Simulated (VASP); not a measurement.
# SnTe (Fm-3m) in VASP: a series of runs

The runs below take SnTe through single point, with BLYP+D4, SVWN5, RPBE, revPBE+D3(BJ).

Program: VASP 6.6.1. These are calculated values, not measurements. Logs are shortened: lines on timing, memory, paths and dates and some standing lists are left out, and cuts for length are marked.

## 1. The cell of the first run

It takes space group Fm-3m (No. 225, cubic). Conventional cell: a = 6.217 Å, b = 6.217 Å, c = 6.217 Å, α = 90.00°, β = 90.00°, γ = 90.00°. Within 4.1 Å of Te (site symmetry m-3m) lie 6 Sn at 3.11 Å. Within 4.1 Å of Sn (site symmetry m-3m) lie 6 Te at 3.11 Å.

## 2. Single point, BLYP+D4

INCAR reads:

```
  PREC = Accurate
  ENCUT = 520
  EDIFF = 1E-6
  ISMEAR = -1
  SIGMA = 0.05
  LREAL = F
  LASPH = T
  NELM = 60
  ALGO = Normal
  ISIF = 2
  LWAVE = F
  LCHARG = F
  GGA = B5
  ALDAX = 1.0
  AGGAX = 1.0
  AGGAC = 1.0
  ALDAC = 0.0
  IVDW = 13
  VDW_S6 = 1.0
  VDW_S8 = 2.34076671
  VDW_A1 = 0.44488865
  VDW_A2 = 4.0933009
  NBANDS = 17
```

KPOINTS reads:

```
regular mesh
0
Gamma
  7 7 7
```

POSCAR reads:

```
SnTe
1.0
    0.0000000000      3.1082657258      3.1082657258
    3.1082657258      0.0000000000      3.1082657258
    3.1082657258      3.1082657258      0.0000000000
Te Sn
1 1
Direct
    0.5000000000      0.5000000000      0.5000000000
    0.0000000000      0.0000000000      0.0000000000
```

Potentials or basis: VASP PAW PBE potentials, release 64 (Te, Sn_d).

Launch:

```
cat potpaw_PBE.64/Te/POTCAR potpaw_PBE.64/Sn_d/POTCAR > POTCAR
mpirun -np 1 vasp_std > vasp.out
```

OUTCAR:

```text
PREC = Accurate
   ENCUT = 520
   EDIFF = 1E-6
   ISMEAR = -1
   LREAL = F
   LASPH = T
   NELM = 60
   ISIF = 2
   GGA = B5
   IVDW = 13

 ion  position               nearest neighbor table
   1  0.500  0.500  0.500-   2 3.11   2 3.11   2 3.11   2 3.11   2 3.11   2 3.11
   2  0.000  0.000  0.000-   1 3.11   1 3.11   1 3.11   1 3.11   1 3.11   1 3.11

  LATTYP: Found a face centered cubic cell.
 ALAT       =     6.2165314516

  Lattice vectors:

 A1 = (   0.0000000000,   3.1082657258,   3.1082657258)
 A2 = (   3.1082657258,   0.0000000000,   3.1082657258)
 A3 = (   3.1082657258,   3.1082657258,   0.0000000000)

Analysis of symmetry for initial positions (statically):
[... 33 lines left out ...]
                                     Primitive cell

  volume of cell :      60.0599

  direct lattice vectors                    reciprocal lattice vectors
     0.000000000  3.108265726  3.108265726    -0.160861408  0.160861408  0.160861408
     3.108265726  0.000000000  3.108265726     0.160861408 -0.160861408  0.160861408
     3.108265726  3.108265726  0.000000000     0.160861408  0.160861408 -0.160861408

  length of vectors
     4.395751545  4.395751545  4.395751545     0.278620131  0.278620131  0.278620131

  position of ions in fractional coordinates (direct lattice)
     0.500000000  0.500000000  0.500000000
     0.000000000  0.000000000  0.000000000

  ion indices of the primitive-cell ions
   primitive index   ion index
                 1           1
                 2           2

----------------------------------------------------------------------------------------

 KPOINTS: regular mesh

Automatic generation of k-mesh.
 Grid dimensions read from file:
 generate k-points for:    7    7    7

 Generating k-lattice:

  Cartesian coordinates                     Fractional coordinates (reciprocal lattice)
    -0.022980201  0.022980201  0.022980201     0.142857143  0.000000000  0.000000000
     0.022980201 -0.022980201  0.022980201     0.000000000  0.142857143  0.000000000
     0.022980201  0.022980201 -0.022980201     0.000000000  0.000000000  0.142857143

  Length of vectors
     0.039802876  0.039802876  0.039802876

  Shift w.r.t. Gamma in fractional coordinates (k-lattice)
     0.000000000  0.000000000  0.000000000

 Subroutine IBZKPT returns following result:
 ===========================================

 Found     20 irreducible k-points:

[... 34 lines left out ...]
   ISPIN  =      1    spin polarized calculation?
   LNONCOLLINEAR =      F non collinear calculations
   LSORBIT =      F    spin-orbit coupling
   LASPH  =      T    aspherical Exc in radial PAW
   ENCUT  =  520.0 eV  38.22 Ry    6.18 a.u.   8.17  8.17  8.17*2*pi/ulx,y,z
   NELM   =     60;   NELMIN=  2; NELMDL= -5     # of ELM steps
   EDIFF  = 0.1E-05   stopping-criterion for ELM
   LREAL  =      F    real-space projection
   EDIFFG = 0.1E-04   stopping-criterion for IOM
   NSW    =      0    number of steps for IOM
   IBRION =     -1    ionic relax: 0-MD 1-quasi-New 2-CG
   NFREE  =      0    steps in history (QN), initial steepest desc. (CG)
   ISIF   =      2    stress and relaxation
   ISYM   =      2    0-nonsym 1-usesym 2-fastsym
   POTIM  = 0.5000    time-step for ionic-motion
   TEBEG  =    0.0;   TEEND  =   0.0 temperature during run
   PSTRESS=    0.0 pullay stress
   NELECT =      20.0000    total number of electrons
   NUPDOWN=      -1.0000    fix difference up-down
   EMIN   =  10.00;   EMAX   =-10.00  energy-range for DOS
   EFERMI =   0.00;   METHOD = LEGACY
   ISMEAR =    -1;   SIGMA  =   0.05  broadening in eV -4-tet -1-fermi 0-gaus
   EFERMI_NEDOS =   21; number of points for ismear=-14 and -15
   IALGO  =     38    algorithm
   IMIX   =      4    mixing-type and parameters
     AMIX     =   0.40;   BMIX     =  1.00
     AMIX_MAG =   1.60;   BMIX_MAG =  1.00
  volume/ion in A,a.u.               =      30.03       202.65
  Fermi-wavevector in a.u.,A,eV,Ry     =   1.134723  2.144316 17.518825  1.287597
  Thomas-Fermi vector in A             =   2.271428
   LORBIT       =      0    0 simple, 1 ext, 2 COOP (PROOUT), +10 PAW based schemes
   GGA     = B5    functional components
   LHFCALC =     F    Hartree Fock is set to
   AEXX    =    0.0000 exact exchange contribution
   IVDW    =    13    specifies the selected vdW correction
   LEPSILON=     F    determine dielectric tensor
   LRPA    =     F    only Hartree local field effects (RPA)
 non-spin polarized calculation
  energy-cutoff  :      520.00
  volume of cell :       60.06
 maximum number of plane-waves:      1639
 NGX is ok and might be reduce to    36
   NGX = 17   NGY = 17   NGZ = 17

 number of electron      19.9999998 magnetization

 Free energy of the ion-electron system (eV)
  ---------------------------------------------------
  ext. energy  EPLUGINS =         0.00000000
  ---------------------------------------------------
  free energy    TOTEN  =        -6.05143300 eV

  energy without entropy =       -6.05129462  energy(sigma->0) =       -6.05136381

 E-fermi :   8.0456     XC(G=0):  -9.0425

 val. band max:        7.7696857238   @ k =   0.4286   0.0000   0.0000
 cond. band min:       8.3679165522   @ k =   0.4286   0.0000   0.0000
 fundamental gap:      0.5982308285
 Fermi energy:         8.0456089789

 k-point     1 :       0.0000    0.0000    0.0000
  band No.  band energies     occupation
      1     -13.9944      2.00000
      2     -13.9944      2.00000
      3     -13.9813      2.00000
      4     -13.9813      2.00000
      5     -13.9813      2.00000
      6      -5.1718      2.00000
[... 377 lines left out ...]
      4     -13.9754      2.00000
      5     -13.9692      2.00000
      6      -3.4087      2.00000
[... 9 lines left out ...]
     16      17.9919      0.00000
     17      18.7065      0.00000

------------------------ aborting loop because EDIFF is reached ----------------------------------------

  DFT-D4 for vdW energy calculation

  Edisp (eV):   -1.72688

  FORCE on cell =-STRESS in cart. coord.  units (eV):
  Direction    XX          YY          ZZ          XY          YZ          ZX
  --------------------------------------------------------------------------------------
  -------------------------------------------------------------------------------------
  Total       1.54904     1.54904     1.54904     0.00000     0.00000     0.00000
  in kB      41.32260    41.32260    41.32260     0.00000     0.00000     0.00000
  external pressure =       41.32 kB  Pullay stress =        0.00 kB

 VOLUME and BASIS-vectors are now :
 -----------------------------------------------------------------------------
  energy-cutoff  :      520.00
  volume of cell :       60.06
      direct lattice vectors                 reciprocal lattice vectors
     0.000000000  3.108265726  3.108265726    -0.160861408  0.160861408  0.160861408
     3.108265726  0.000000000  3.108265726     0.160861408 -0.160861408  0.160861408
     3.108265726  3.108265726  0.000000000     0.160861408  0.160861408 -0.160861408

 POSITION                                       TOTAL-FORCE (eV/Angst)
 -----------------------------------------------------------------------------------
      3.10827      3.10827      3.10827         0.000000     -0.000000     -0.000000
      0.00000      0.00000      0.00000        -0.000000      0.000000      0.000000
 -----------------------------------------------------------------------------------
    total drift:                               -0.000000      0.000000      0.000000

  FREE ENERGIE OF THE ION-ELECTRON SYSTEM (eV)
  ---------------------------------------------------
  free  energy   TOTEN  =        -7.7783173279 eV

  energy  without entropy=       -7.7781789462  energy(sigma->0) =       -7.77824814
```

stdout:

```text
POSCAR found type information on POSCAR TeSn
 POSCAR found :  2 types and       2 ions
 scaLAPACK will be used
 -----------------------------------------------------------------------------
|                                                                             |
|                                                                             |
|     You enforced a specific xc type in the INCAR file but a different       |
|     I HOPE YOU KNOW WHAT YOU ARE DOING!                                     |
|                                                                             |
 -----------------------------------------------------------------------------

 LDA part: xc-table for (Slater(with rela. corr.)+VWN5), standard interpolation
 POSCAR, INCAR and KPOINTS ok, starting setup
 FFT: planning ... GRIDC
 FFT: planning ... GRID_SOFT
 FFT: planning ... GRID
 WAVECAR not read
 entering main loop
```

Run time: 38 s. Hardware: 1 thread of Intel Xeon 6975P-C, shared host; peak memory 0.21 GiB.

Results:

- Free energy: -7.7783 eV
- Pressure: 4.1 GPa
- Dispersion energy per atom: -0.863 eV

Levels at points of the mesh, in eV from the Fermi level:
```csv
k point,band 7,band 8,band 9,band 10,band 11,band 12,band 13,band 14
"(0.00, 0.00, 0.00)",-4.76,-2.38,-2.38,-2.38,3.26,3.26,3.26,4.81
```

Caveat: this odd mesh misses L, where the gap lies, so gap, dielectric constants and Born charges aren't listed; the PAW data sets were made with another functional, which shifts forces and pressure a little; spin-orbit coupling is left out, which moves the levels of the heavy elements.

## 3. Single point, SVWN5

This run uses another cell than the first one, of 30.25 Å³/atom, 1.007 times its volume.

INCAR reads:

```
PREC     = Accurate       # precision mode
ENCUT    = 520            # plane-wave cutoff, eV
EDIFF    = 1E-6           # SCF threshold, eV
ISMEAR   = -1             # smearing method
SIGMA    = 0.05           # smearing width, eV
LREAL    = F              # projectors in reciprocal space
LASPH    = T              # aspherical terms in the spheres
NELM     = 100            # most SCF steps
ALGO     = Normal         # electronic algorithm
ISIF     = 2              # what is computed and relaxed
LWAVE    = F              # write WAVECAR
LCHARG   = T              # write CHGCAR
GGA      = VW             # functional
LELF     = T              # ELF
LVHAR    = T            
NBANDS   = 17             # bands
```

KPOINTS is that of step 2.

POSCAR reads:

```
SnTe
1.0
    0.0000000000      3.1156997186      3.1156997186
    3.1156997186      0.0000000000      3.1156997186
    3.1156997186      3.1156997186      0.0000000000
Te Sn
1 1
Direct
    0.5000000000      0.5000000000      0.5000000000
    0.0000000000      0.0000000000      0.0000000000
```

Potentials or basis: VASP PAW PBE potentials, release 64 (Te, Sn_d).

Launch:

```
cat potpaw_PBE.64/Te/POTCAR potpaw_PBE.64/Sn_d/POTCAR > POTCAR
mpirun -np 1 vasp_std > vasp.out
```

Run time: 20 s. Hardware: 1 thread of Intel Xeon 6975P-C, shared host; peak memory 0.17 GiB.

It converged, with:

```yaml
Free_energy: -8.8310 eV
Pressure: 0.0 GPa
```

Levels at points of the mesh, in eV from the Fermi level:
```tsv
k point	band 7	band 8	band 9	band 10	band 11	band 12	band 13	band 14
(0.00, 0.00, 0.00)	-4.74	-2.24	-2.24	-2.24	3.33	3.33	3.33	4.72
```

Caveat: this odd mesh misses L, where the gap lies, so gap, dielectric constants and Born charges aren't listed; the PAW data sets were made with another functional, which shifts forces and pressure a little; spin-orbit coupling is left out, which moves the levels of the heavy elements.

## 4. Single point, RPBE

This run uses another cell than the first one, of 30.66 Å³/atom, 1.021 times its volume.

INCAR reads:

```
SYSTEM = SnTe
  PREC = Accurate
  ENCUT = 520
  EDIFF = 1E-7
  ISMEAR = -1
  SIGMA = 0.05
  LREAL = .False.
  LASPH = .True.
  NELM = 60
  ALGO = Normal
  ISIF = 2
  LWAVE = .False.
  LCHARG = .True.
  GGA = RP
  LELF = .True.
  LVHAR = .True.
  NBANDS = 17
```

KPOINTS reads:

```
regular mesh
0
Gamma
  7 7 7
  0 0 0
```

POSCAR reads:

```
SnTe
1.0
    0.0000000000      3.1297027185      3.1297027185
    3.1297027185      0.0000000000      3.1297027185
    3.1297027185      3.1297027185      0.0000000000
Te Sn
1 1
Direct
    0.5000000000      0.5000000000      0.5000000000
    0.0000000000      0.0000000000      0.0000000000
```

Launch:

```
cat potpaw_PBE.64/Te/POTCAR potpaw_PBE.64/Sn_d/POTCAR > POTCAR
mpirun -np 1 vasp_std > vasp.out
```

Wall time 30 s (1 thread of Intel Xeon 6975P-C, shared host); peak memory 0.21 GiB.

It converged, with:

```yaml
Free_energy: -6.7869 eV
Pressure: 4.7 GPa
```

Levels at points of the mesh, in eV from the Fermi level:
| k point | band 8 | band 9 | band 10 | band 11 | band 12 | band 13 |
| --- | --- | --- | --- | --- | --- | --- |
| (0.00, 0.00, 0.00) | -2.33 | -2.33 | -2.33 | 3.31 | 3.31 | 3.31 |

Caveat: this odd mesh misses L, where the gap lies, so gap, dielectric constants and Born charges aren't listed; the PAW data sets were made with another functional, which shifts forces and pressure a little; spin-orbit coupling is left out, which moves the levels of the heavy elements.

## 5. Single point, RPBE

This run uses another cell than the first one, of 31.28 Å³/atom, 1.042 times its volume.

INCAR reads:

```
PREC     = Accurate       # precision mode
ENCUT    = 520            # plane-wave cutoff, eV
EDIFF    = 1E-6           # SCF threshold, eV
ISMEAR   = -1             # smearing method
SIGMA    = 0.05           # smearing width, eV
LREAL    = F              # projectors in reciprocal space
LASPH    = T              # aspherical terms in the spheres
NELM     = 100            # most SCF steps
ALGO     = Normal         # electronic algorithm
ISIF     = 2              # what is computed and relaxed
LWAVE    = F              # write WAVECAR
LCHARG   = F              # write CHGCAR
GGA      = RP             # functional
NBANDS   = 17             # bands
```

KPOINTS reads:

```
Automatic mesh
0
Gamma
  7 7 7
```

POSCAR reads:

```
SnTe
1.0
    0.0000000000      3.1508500000      3.1508500000
    3.1508500000      0.0000000000      3.1508500000
    3.1508500000      3.1508500000      0.0000000000
Te Sn
1 1
Direct
    0.5000000000      0.5000000000      0.5000000000
    0.0000000000      0.0000000000      0.0000000000
```

Launch:

```
cat potpaw_PBE.64/Te/POTCAR potpaw_PBE.64/Sn_d/POTCAR > POTCAR
mpirun -np 1 vasp_std > vasp.out
```

Run time: 24 s. Hardware: 1 thread of Intel Xeon 6975P-C, shared host; peak memory 0.21 GiB.

It converged, with:

```yaml
Free_energy: -6.8196 eV
Pressure: 3.6 GPa
```

Levels at points of the mesh, in eV from the Fermi level:
```csv
k point,band 6,band 7,band 8,band 9,band 10,band 11,band 12,band 13,band 14,band 15
"(0.00, 0.00, 0.00)",-12.90,-4.72,-2.27,-2.27,-2.27,3.27,3.27,3.27,4.64,4.64
```

Caveat: this odd mesh misses L, where the gap lies, so gap, dielectric constants and Born charges aren't listed; the PAW data sets were made with another functional, which shifts forces and pressure a little; spin-orbit coupling is left out, which moves the levels of the heavy elements.

## 6. Single point, revPBE+D3(BJ)

This run uses another cell than the first one, of 30.66 Å³/atom, 1.021 times its volume.

INCAR reads:

```
SYSTEM = SnTe
PREC = Accurate
ENCUT = 520
EDIFF = 1E-6
ISMEAR = -1
SIGMA = 0.05
LREAL = .False.
LASPH = .True.
NELM = 60
ALGO = Normal
ISIF = 2
LWAVE = .False.
LCHARG = .True.
GGA = RE
IVDW = 12
LELF = .True.
LVHAR = .True.
NBANDS = 17
```

KPOINTS reads:

```
regular mesh
0
Gamma
  7 7 7
  0 0 0
```

POSCAR reads:

```
SnTe
1.0
    0.0000000000      3.1297027185      3.1297027185
    3.1297027185      0.0000000000      3.1297027185
    3.1297027185      3.1297027185      0.0000000000
Te Sn
1 1
Direct
    0.5000000000      0.5000000000      0.5000000000
    0.0000000000      0.0000000000      0.0000000000
```

Potentials or basis: VASP PAW PBE potentials, release 64 (Te, Sn_d).

Launch:

```
cat potpaw_PBE.64/Te/POTCAR potpaw_PBE.64/Sn_d/POTCAR > POTCAR
mpirun -np 1 vasp_std > vasp.out
```

Run time: 22 s. Hardware: 1 thread of Intel Xeon 6975P-C, shared host; peak memory 0.21 GiB.

The run converged. Its results:

```
Free energy                : -8.4274 eV
Pressure                   : 0.2 GPa
Dispersion energy per atom : -0.768 eV
```

Levels at points of the mesh, in eV from the Fermi level:
```tsv
k point	band 8	band 9	band 10	band 11	band 12	band 13
(0.00, 0.00, 0.00)	-2.31	-2.31	-2.31	3.31	3.31	3.31
```

Caveat: this odd mesh misses L, where the gap lies, so gap, dielectric constants and Born charges aren't listed; the PAW data sets were made with another functional, which shifts forces and pressure a little; spin-orbit coupling is left out, which moves the levels of the heavy elements.

## 7. Overview

| level | cell | pressure (GPa) |
| --- | --- | --- |
| BLYP+D4 | a = 4.396 Å, angles 60.0°, 2 atoms | 4.1 |
| SVWN5 | a = 4.406 Å, angles 60.0°, 2 atoms | 0.0 |
| RPBE | a = 4.426 Å, angles 60.0°, 2 atoms | 4.7 |
| RPBE | a = 4.456 Å, angles 60.0°, 2 atoms | 3.6 |
| revPBE+D3(BJ) | a = 4.426 Å, angles 60.0°, 2 atoms | 0.2 |

Alike in all rows: task single point; potentials or basis VASP PAW PBE potentials, release 64 (Te, Sn_d); no spin polarisation; k mesh 7 × 7 × 7; cutoff (eV) 520; smearing fermi-dirac 0.05 eV.

Caveats: the PAW data sets were made with another functional, which shifts forces and pressure a little; spin-orbit coupling is left out, which moves the levels of the heavy elements.

Absolute energies hang on the potentials; compare differences alone.
